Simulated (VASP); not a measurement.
# Na (Im-3m) in VASP: further runs

Na is run at these levels: PBE; tasks: single point, relaxation of cell and atoms.

Everything below comes from runs of VASP 6.6.1. Logs are shortened: lines on timing, memory, paths and dates and some standing lists are left out, and cuts for length are marked.

**1. The cell of the first run**

It takes space group Im-3m (No. 229, cubic). The conventional cell has a = 3.567 Å, b = 3.567 Å, c = 3.567 Å, α = 90.00°, β = 90.00°, γ = 90.00°. Within 4.1 Å of Na (site symmetry m-3m) lie 14 Na at 3.09 to 3.57 Å.

**2. Single point, PBE**

The input, INCAR:

```
SYSTEM = Na
  ALGO = Normal
  EDIFF = 1E-7
  ENCUT = 520
  GGA = PE
  ISIF = 2
  ISMEAR = -1
  LASPH = .True.
  LCHARG = .True.
  LELF = .True.
  LREAL = .False.
  LVHAR = .True.
  LWAVE = .False.
  NBANDS = 10
  NELM = 80
  PREC = Accurate
  SIGMA = 0.08
```

The input, KPOINTS:

```
k-points
0
Gamma
  15 15 15
  0 0 0
```

The input, POSCAR:

```
Na
1.0
   -1.7836574211      1.7836574211      1.7836574211
    1.7836574211     -1.7836574211      1.7836574211
    1.7836574211      1.7836574211     -1.7836574211
Na
1
Direct
    0.0000000000      0.0000000000      0.0000000000
```

Potentials or basis: VASP PAW PBE potentials, release 64 (Na_pv).

Command:

```
$ cat potpaw_PBE.64/Na_pv/POTCAR > POTCAR
$ mpirun -np 1 vasp_std > vasp.out
```

OUTCAR:

```text
SYSTEM = Na
   EDIFF = 1E-7
   ENCUT = 520
   GGA = PE
   ISIF = 2
   ISMEAR = -1
   LASPH = .True.
   LREAL = .False.
   NELM = 80
   PREC = Accurate

 ion  position               nearest neighbor table
   1  0.000  0.000  0.000-

  LATTYP: Found a body centered cubic cell.
 ALAT       =     3.5673148422

  Lattice vectors:

 A1 = (  -1.7836574211,   1.7836574211,   1.7836574211)
 A2 = (   1.7836574211,  -1.7836574211,   1.7836574211)
 A3 = (   1.7836574211,   1.7836574211,  -1.7836574211)

Analysis of symmetry for initial positions (statically):
=====================================================================
 Subroutine PRICEL returns:
 Original cell was already a primitive cell.

 Routine SETGRP: Setting up the symmetry group for a
 body centered cubic supercell.

 Subroutine GETGRP returns: Found 48 space group operations
 (whereof 48 operations were pure point group operations)
 out of a pool of 48 trial point group operations.

The static configuration has the point symmetry O_h .

Analysis of symmetry for dynamics (positions and initial velocities):
=====================================================================
 Subroutine PRICEL returns:
 Original cell was already a primitive cell.

 Routine SETGRP: Setting up the symmetry group for a
 body centered cubic supercell.

 Subroutine GETGRP returns: Found 48 space group operations
 (whereof 48 operations were pure point group operations)
 out of a pool of 48 trial point group operations.

The dynamic configuration has the point symmetry O_h .

 Subroutine INISYM returns: Found 48 space group operations
 (whereof 48 operations are pure point group operations),
 and found     1 'primitive' translations

----------------------------------------------------------------------------------------

                                     Primitive cell

  volume of cell :      22.6984

  direct lattice vectors                    reciprocal lattice vectors
    -1.783657421  1.783657421  1.783657421     0.000000000  0.280322888  0.280322888
     1.783657421 -1.783657421  1.783657421     0.280322888  0.000000000  0.280322888
     1.783657421  1.783657421 -1.783657421     0.280322888  0.280322888  0.000000000

  length of vectors
     3.089385277  3.089385277  3.089385277     0.396436430  0.396436430  0.396436430

  position of ions in fractional coordinates (direct lattice)
     0.000000000  0.000000000  0.000000000

  ion indices of the primitive-cell ions
   primitive index   ion index
                 1           1

----------------------------------------------------------------------------------------

 KPOINTS: k-points

Automatic generation of k-mesh.
 Grid dimensions read from file:
 generate k-points for:   15   15   15

 Generating k-lattice:

  Cartesian coordinates                     Fractional coordinates (reciprocal lattice)
     0.000000000  0.018688193  0.018688193     0.066666667  0.000000000  0.000000000
     0.018688193  0.000000000  0.018688193     0.000000000  0.066666667  0.000000000
     0.018688193  0.018688193  0.000000000     0.000000000  0.000000000  0.066666667

  Length of vectors
     0.026429095  0.026429095  0.026429095

  Shift w.r.t. Gamma in fractional coordinates (k-lattice)
     0.000000000  0.000000000  0.000000000

 Subroutine IBZKPT returns following result:
 ===========================================

 Found    120 irreducible k-points:

 Following reciprocal coordinates:
            Coordinates               Weight
  0.000000  0.000000  0.000000      1.000000
  0.066667  0.000000  0.000000     12.000000
  0.133333  0.000000  0.000000     12.000000
  0.200000  0.000000  0.000000     12.000000
  0.266667  0.000000  0.000000     12.000000
  0.333333  0.000000  0.000000     12.000000
[... 16 lines left out ...]
  0.333333  0.200000  0.000000     48.000000
  0.400000  0.200000  0.000000     24.000000
 [... further k-points ...]
   k-points           NKPTS =    120   k-points in BZ     NKDIM =    120   number of bands    NBANDS=     10
   number of dos      NEDOS =    301   number of ions     NIONS =      1
   total plane-waves  NPLWV =  13824
   dimension x,y,z NGX =    24 NGY =   24 NGZ =   24
   dimension x,y,z NGXF=    48 NGYF=   48 NGZF=   48
   ions per type =               1
   NGX,Y,Z   is equivalent  to a cutoff of  12.91, 12.91, 12.91 a.u.
   NGXF,Y,Z  is equivalent  to a cutoff of  25.83, 25.83, 25.83 a.u.
 SYSTEM =  Na
   PREC   = accura    normal or accurate (medium, high low for compatibility)
   ISTART =      0    job   : 0-new  1-cont  2-samecut
   ICHARG =      2    charge: 1-file 2-atom 10-const
   ISPIN  =      1    spin polarized calculation?
   LNONCOLLINEAR =      F non collinear calculations
   LSORBIT =      F    spin-orbit coupling
   LASPH  =      T    aspherical Exc in radial PAW
   ENCUT  =  520.0 eV  38.22 Ry    6.18 a.u.   5.74  5.74  5.74*2*pi/ulx,y,z
   NELM   =     80;   NELMIN=  2; NELMDL= -5     # of ELM steps
   EDIFF  = 0.1E-06   stopping-criterion for ELM
   LREAL  =      F    real-space projection
   EDIFFG = 0.1E-05   stopping-criterion for IOM
   NSW    =      0    number of steps for IOM
   IBRION =     -1    ionic relax: 0-MD 1-quasi-New 2-CG
   NFREE  =      0    steps in history (QN), initial steepest desc. (CG)
   ISIF   =      2    stress and relaxation
   ISYM   =      2    0-nonsym 1-usesym 2-fastsym
   POTIM  = 0.5000    time-step for ionic-motion
   TEBEG  =    0.0;   TEEND  =   0.0 temperature during run
   PSTRESS=    0.0 pullay stress
   NELECT =       7.0000    total number of electrons
   NUPDOWN=      -1.0000    fix difference up-down
   EMIN   =  10.00;   EMAX   =-10.00  energy-range for DOS
   EFERMI =   0.00;   METHOD = LEGACY
   ISMEAR =    -1;   SIGMA  =   0.08  broadening in eV -4-tet -1-fermi 0-gaus
   EFERMI_NEDOS =   21; number of points for ismear=-14 and -15
   IALGO  =     38    algorithm
   IMIX   =      4    mixing-type and parameters
     AMIX     =   0.40;   BMIX     =  1.00
     AMIX_MAG =   1.60;   BMIX_MAG =  1.00
  volume/ion in A,a.u.               =      22.70       153.18
  Fermi-wavevector in a.u.,A,eV,Ry     =   1.106053  2.090138 16.644741  1.223354
  Thomas-Fermi vector in A             =   2.242549
   LORBIT       =      0    0 simple, 1 ext, 2 COOP (PROOUT), +10 PAW based schemes
   GGA     = PE    functional components
   LHFCALC =     F    Hartree Fock is set to
   AEXX    =    0.0000 exact exchange contribution
   IVDW    =     0    specifies the selected vdW correction
   LEPSILON=     F    determine dielectric tensor
   LRPA    =     F    only Hartree local field effects (RPA)
 non-spin polarized calculation
  energy-cutoff  :      520.00
  volume of cell :       22.70
 maximum number of plane-waves:       627
   NGX = 11   NGY = 11   NGZ = 11

 number of electron       6.9999992 magnetization

 Free energy of the ion-electron system (eV)
  ---------------------------------------------------
  ext. energy  EPLUGINS =         0.00000000
  ---------------------------------------------------
  free energy    TOTEN  =        -1.02966897 eV

  energy without entropy =       -1.02091654  energy(sigma->0) =       -1.02529276

 E-fermi :   2.2426     XC(G=0):  -7.9429

 val. band max:        2.2079166134   @ k =  -0.3333   0.4000   0.2000
 cond. band min:       2.3035738430   @ k =   0.2667   0.1333   0.1333
 fundamental gap:      0.0956572296
 Fermi energy:         2.2426420748

 k-point     1 :       0.0000    0.0000    0.0000
  band No.  band energies     occupation
      1     -22.5292      2.00000
      2     -22.5292      2.00000
      3     -22.5292      2.00000
      4      -2.2731      2.00000
      5      17.4810      0.00000
      6      17.4810      0.00000
      7      17.4810      0.00000
      8      18.8341      0.00000
      9      18.8341      0.00000
     10      19.6637      0.00000

 k-point     2 :       0.0667    0.0000    0.0000
  band No.  band energies     occupation
      1     -22.5373      2.00000
      2     -22.5316      2.00000
      3     -22.5293      2.00000
      4      -2.1611      2.00000
      5      16.1698      0.00000
      6      16.7621      0.00000
      7      17.3120      0.00000
      8      18.0731      0.00000
      9      18.2008      0.00000
     10      20.4432      0.00000

 k-point     3 :       0.1333    0.0000    0.0000
  band No.  band energies     occupation
      1     -22.5601      2.00000
      2     -22.5383      2.00000
      3     -22.5294      2.00000
      4      -1.8279      2.00000
      5      13.9047      0.00000
      6      15.6600      0.00000
      7      16.9173      0.00000
      8      17.1340      0.00000
      9      18.1306      0.00000
     10      21.2752      0.00000

 k-point     4 :       0.2000    0.0000    0.0000
  band No.  band energies     occupation
      1     -22.5934      2.00000
      2     -22.5483      2.00000
      3     -22.5297      2.00000
      4      -1.2806      2.00000
      5      11.6991      0.00000
      6      14.6688      0.00000
      7      16.3313      0.00000
      8      16.4692      0.00000
      9      17.9949      0.00000
     10      21.6620      0.00000
[... 222 lines left out ...]
 k-point    22 :       0.2667    0.2000   -0.0000
  band No.  band energies     occupation
      1     -22.6754      2.00000
      2     -22.5921      2.00000
      3     -22.5453      2.00000
      4       1.6213      1.99915
      5       7.2169      0.00000
      6       9.2727      0.00000
      7      14.2089      0.00000
      8      17.3159      0.00000
      9      19.7166      0.00000
     10      22.1613      0.00000

 k-point    23 :       0.3333    0.2000    0.0000
  band No.  band energies     occupation
      1     -22.6844      2.00000
      2     -22.6049      2.00000
      3     -22.5465      2.00000
      4       2.7748      0.00258
      5       5.7100      0.00000
      6       8.8817      0.00000
      7      13.9316      0.00000
      8      17.2542      0.00000
      9      20.3384      0.00000
     10      21.7472      0.00000

 k-point    24 :       0.4000    0.2000    0.0000
  band No.  band energies     occupation
      1     -22.6872      2.00000
      2     -22.6099      2.00000
      3     -22.5468      2.00000
      4       3.7442      0.00000
      5       4.6122      0.00000
      6       8.7617      0.00000
      7      13.8380      0.00000
      8      17.2186      0.00000
      9      20.8022      0.00000
     10      21.4129      0.00000

 [... further k-points ...]
[... 5 lines left out ...]
  --------------------------------------------------------------------------------------
  -------------------------------------------------------------------------------------
  Total        1.3216799      1.3216799      1.3216799      0.0000000      0.0000000     -0.0000000
  in kB       93.2915986     93.2915986     93.2915986      0.0000000      0.0000000     -0.0000000
  external PRESSURE =      93.2915986 kB  Pullay stress =       0.0000000 kB

 VOLUME and BASIS-vectors are now :
 -----------------------------------------------------------------------------
  energy-cutoff  :      520.00
  volume of cell :       22.70
      direct lattice vectors                 reciprocal lattice vectors
    -1.783657421  1.783657421  1.783657421     0.000000000  0.280322888  0.280322888
     1.783657421 -1.783657421  1.783657421     0.280322888  0.000000000  0.280322888
     1.783657421  1.783657421 -1.783657421     0.280322888  0.280322888  0.000000000

 POSITION                                       TOTAL-FORCE (eV/Angst)
 -----------------------------------------------------------------------------------
      0.00000      0.00000      0.00000        -0.000000     -0.000000     -0.000000
 -----------------------------------------------------------------------------------
    total drift:                               -0.000000      0.000000      0.000000

  FREE ENERGIE OF THE ION-ELECTRON SYSTEM (eV)
  ---------------------------------------------------
  free  energy   TOTEN  =        -1.0296689683 eV

  energy  without entropy=       -1.0209165444  energy(sigma->0) =       -1.02529276
```

Run time: 8.9 s. Hardware: 1 thread of AMD EPYC 9R45 (Zen 5), shared host; peak memory 0.11 GiB.

What came out:

```yaml
Free_energy: -1.0297 eV
Pressure: 9.3 GPa
Band_gap_on_the_k_mesh: zero (an odd number of electrons rules out a gap without spin polarisation)
```

Levels at points of the mesh, in eV from the Fermi level:
| k point | band 2 | band 3 | band 4 | band 5 | band 6 | band 7 |
| --- | --- | --- | --- | --- | --- | --- |
| (0.00, 0.00, 0.00) | -24.77 | -24.77 | -4.52 | 15.24 | 15.24 | 15.24 |

Caveat: the cell stands under pressure.

**3. Relaxation of cell and atoms, PBE, target pressure 9.4 GPa, at which the enthalpy is minimised**

The input, INCAR:

```
SYSTEM = Na
ALGO     = Normal         ! electronic algorithm
EDIFF    = 1E-6           ! SCF threshold, eV
EDIFFG   = -0.005         ! ionic threshold
ENCUT    = 600            ! plane-wave cutoff, eV
GGA      = PE             ! functional
IBRION   = 2              ! ionic algorithm
ISIF     = 3              ! what is computed and relaxed
ISMEAR   = -1             ! smearing method
LASPH    = .TRUE.         ! aspherical terms in the spheres
LCHARG   = .FALSE.        ! write CHGCAR
LREAL    = .FALSE.        ! projectors in reciprocal space
LWAVE    = .FALSE.        ! write WAVECAR
NELM     = 60             ! most SCF steps
NSW      = 60             ! ionic steps
PREC     = Accurate       ! precision mode
PSTRESS  = 94.0         
SIGMA    = 0.08           ! smearing width, eV
```

The input, KPOINTS:

```
k-points
0
G
  15 15 15
  0 0 0
```

POSCAR is that of step 2.

Potentials or basis: VASP PAW PBE potentials, release 64 (Na_pv).

Command:

```
$ cat potpaw_PBE.64/Na_pv/POTCAR > POTCAR
$ mpirun -np 1 vasp_std > vasp.out
```

It took 22 s on 1 thread of AMD EPYC 9R45 (Zen 5), shared host; peak memory 0.12 GiB.

The run converged. Its results:

```
Free energy                                                : -1.0292 eV
Relaxed volume                                             : 22.69 Å³/atom
Relaxed cell                                               : a = 3.089 Å, b = 3.089 Å, c = 3.089 Å, α = 109.47°, β = 109.47°, γ = 109.47°
Space group after relaxing (to 0.1 Å)                      : Im-3m (No. 229)
Energy change on relaxing (the run minimises the enthalpy) : +0.5 meV/atom
Ionic steps                                                : 4
Pressure after relaxing                                    : 9.4 GPa
Band gap on the k mesh                                     : zero (an odd number of electrons rules out a gap without spin polarisation)
```

Step by step:
```csv
step,energy change (eV),largest force (eV/Å),pressure (GPa),volume (Å³)
1,0.0000,0.0000,9.33,22.70
2,0.0019,0.0000,9.50,22.67
3,0.0008,0.0000,9.44,22.69
4,0.0005,0.0000,9.40,22.69
```

Final structure:
```
CELL_PARAMETERS angstrom
-1.78344 1.78344 1.78344
1.78344 -1.78344 1.78344
1.78344 1.78344 -1.78344
ATOMIC_POSITIONS crystal
Na 0.00000 0.00000 0.00000
```

Levels at points of the mesh, in eV from the Fermi level:
```csv
k point,band 2,band 3,band 4,band 5,band 6,band 7
"(0.00, 0.00, 0.00)",-24.77,-24.77,-4.52,15.24,15.24,15.24
```

Caveat: the cell is relaxed towards a set pressure, so the run minimises the enthalpy, not the energy.

(Part 1 of 2 ends here.)
